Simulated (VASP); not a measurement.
# GaN (F-43m) in VASP: settings compared, part 2 of 2

VASP 6.6.1. The steps go on from the part before.

### Step 3. Single point, HF

This run uses another cell than the first one, of 11.44 Å³/atom.

POSCAR

```
GaN
1.0
    0.0000000000      2.2535006075      2.2535006075
    2.2535006075      0.0000000000      2.2535006075
    2.2535006075      2.2535006075      0.0000000000
Ga N
1 1
Direct
    0.0000000000      0.0000000000      0.0000000000
    0.2500000000      0.2500000000      0.2500000000
```

INCAR.step1

```
SYSTEM = GaN
PREC = Accurate ; ENCUT = 520
EDIFF = 1E-5 ; ISMEAR = -1
SIGMA = 0.05 ; LREAL = .FALSE.
LASPH = .TRUE. ; NELM = 100
ALGO = Normal ; ISIF = 2
LWAVE = .TRUE. ; LCHARG = .FALSE.
GGA = PE ; NBANDS = 16
```

INCAR.step2

```
SYSTEM = GaN
PREC = Accurate ; ENCUT = 520
EDIFF = 1E-6 ; ISMEAR = -1
SIGMA = 0.05 ; LREAL = .FALSE.
LASPH = .TRUE. ; NELM = 100
ALGO = Normal ; ISIF = 2
LWAVE = .FALSE. ; LCHARG = .FALSE.
GGA = PE ; LHFCALC = .TRUE.
AEXX = 1.0 ; ALDAC = 0.0
AGGAC = 0.0 ; PRECFOCK = Normal
ISTART = 1 ; NBANDS = 16
```

KPOINTS

```
regular mesh
0
G
  5 5 5
  0 0 0
```

Potentials or basis: VASP PAW PBE potentials, release 64 (Ga_d, N).

Started as:

```sh
$ cat potpaw_PBE.64/Ga_d/POTCAR potpaw_PBE.64/N/POTCAR > POTCAR
$ cp INCAR.step1 INCAR
$ mpirun -np 1 vasp_std > vasp.out
$ cp INCAR.step2 INCAR
$ mpirun -np 1 vasp_std > vasp.out
```

OUTCAR:

```text
SYSTEM = GaN
   PREC = Accurate
   ENCUT = 520
   EDIFF = 1E-6
   ISMEAR = -1
   LREAL = .FALSE.
   LASPH = .TRUE.
   NELM = 100
   ISIF = 2
   GGA = PE
   LHFCALC = .TRUE.
   AEXX = 1.0
   PRECFOCK = Normal
   ISTART = 1

 ion  position               nearest neighbor table
   1  0.000  0.000  0.000-   2 1.95   2 1.95   2 1.95   2 1.95
   2  0.250  0.250  0.250-   1 1.95   1 1.95   1 1.95   1 1.95

  LATTYP: Found a face centered cubic cell.
 ALAT       =     4.5070012150

  Lattice vectors:

 A1 = (   0.0000000000,   2.2535006075,   2.2535006075)
 A2 = (   2.2535006075,   0.0000000000,   2.2535006075)
 A3 = (   2.2535006075,   2.2535006075,   0.0000000000)

Analysis of symmetry for initial positions (statically):
=====================================================================
 Subroutine PRICEL returns:
 Original cell was already a primitive cell.

 Routine SETGRP: Setting up the symmetry group for a
 face centered cubic supercell.

 Subroutine GETGRP returns: Found 24 space group operations
 (whereof 24 operations were pure point group operations)
[... 153 lines left out ...]

  energy without entropy =      -23.99089249  energy(sigma->0) =      -23.99089249

 E-fermi :   2.7131     XC(G=0):   0.0000

 val. band max:        1.5861832471   @ k =   0.0000   0.0000   0.0000
 cond. band min:      12.2360905172   @ k =   0.0000   0.0000   0.0000
 fundamental gap:     10.6499072701
 Fermi energy:         2.7130746099

 k-point     1 :       0.0000    0.0000    0.0000
  band No.  band energies     occupation
      1     -20.3573      2.00000
      2     -20.3573      2.00000
      3     -20.3573      2.00000
      4     -20.0944      2.00000
      5     -20.0289      2.00000
      6     -20.0289      2.00000
[... 167 lines left out ...]
      3     -20.1751      2.00000
      4     -20.0850      2.00000
      5     -20.0118      2.00000
      6     -15.9196      2.00000
[... 8 lines left out ...]
     15      31.6674      0.00000
     16      36.6389      0.00000

------------------------ aborting loop because EDIFF is reached ----------------------------------------

  FORCE on cell =-STRESS in cart. coord.  units (eV):
  Direction    XX          YY          ZZ          XY          YZ          ZX
  --------------------------------------------------------------------------------------
  -------------------------------------------------------------------------------------
  Total        0.0249467      0.0249467      0.0249467     -0.0000000      0.0000000     -0.0000000
  in kB        1.7463082      1.7463082      1.7463082     -0.0000000      0.0000000     -0.0000000
  external PRESSURE =       1.7463082 kB  Pullay stress =       0.0000000 kB

 VOLUME and BASIS-vectors are now :
 -----------------------------------------------------------------------------
  energy-cutoff  :      520.00
  volume of cell :       22.89
      direct lattice vectors                 reciprocal lattice vectors
     0.000000000  2.253500607  2.253500607    -0.221877020  0.221877020  0.221877020
     2.253500607  0.000000000  2.253500607     0.221877020 -0.221877020  0.221877020
     2.253500607  2.253500607  0.000000000     0.221877020  0.221877020 -0.221877020

 POSITION                                       TOTAL-FORCE (eV/Angst)
 -----------------------------------------------------------------------------------
      0.00000      0.00000      0.00000        -0.000000     -0.000000     -0.000000
      1.12675      1.12675      1.12675         0.000000      0.000000      0.000000
 -----------------------------------------------------------------------------------
    total drift:                               -0.000009     -0.000006     -0.000005

  FREE ENERGIE OF THE ION-ELECTRON SYSTEM (eV)
  ---------------------------------------------------
  free  energy   TOTEN  =       -23.9908924937 eV

  energy  without entropy=      -23.9908924937  energy(sigma->0) =      -23.99089249
```

OSZICAR.step1:

```text
N       E                     dE             d eps       ncg     rms          rms(c)
DAV:   1     0.727878553963E+02    0.72788E+02   -0.93277E+03   368   0.199E+03
DAV:   2    -0.921705173172E+01   -0.82005E+02   -0.75503E+02   360   0.307E+02
DAV:   3    -0.140898160915E+02   -0.48728E+01   -0.48566E+01   376   0.653E+01
DAV:   4    -0.141394421755E+02   -0.49626E-01   -0.49623E-01   416   0.706E+00
DAV:   5    -0.141402388016E+02   -0.79663E-03   -0.79663E-03   368   0.781E-01    0.773E+00
DAV:   6    -0.121259276427E+02    0.20143E+01   -0.49624E+00   480   0.398E+01    0.268E+00
DAV:   7    -0.121347348311E+02   -0.88072E-02   -0.32177E-01   320   0.653E+00    0.177E+00
DAV:   8    -0.121310306290E+02    0.37042E-02   -0.56406E-02   360   0.326E+00    0.768E-01
DAV:   9    -0.121270364708E+02    0.39942E-02   -0.14323E-02   488   0.276E+00    0.193E-01
DAV:  10    -0.121273862240E+02   -0.34975E-03   -0.15730E-03   368   0.572E-01    0.905E-02
DAV:  11    -0.121272871385E+02    0.99086E-04   -0.30094E-04   472   0.264E-01    0.106E-02
DAV:  12    -0.121272929930E+02   -0.58546E-05   -0.31182E-05   328   0.548E-02
   1 F= -.12127293E+02 E0= -.12127293E+02  d E =-.174305E-08
```

It took 16 min on 1 thread of AMD EPYC 9755, shared host; peak memory 0.11 GiB.

Results:

| Item | Value |
| --- | --- |
| Free energy | -23.9909 eV |
| Pressure | 0.2 GPa |
| Band gap on the k mesh | 10.65 eV |

Levels at points of the mesh, in eV from the valence-band top:
```
           k point  band 7  band 8  band 9  band 10  band 11  band 12
(0.00, 0.00, 0.00)    0.00    0.00    0.00    10.65    20.32    20.32
```

Caveat: the k points lie up to 0.48 Å⁻¹ apart; the PAW data sets were made with another functional, which shifts forces and pressure a little.
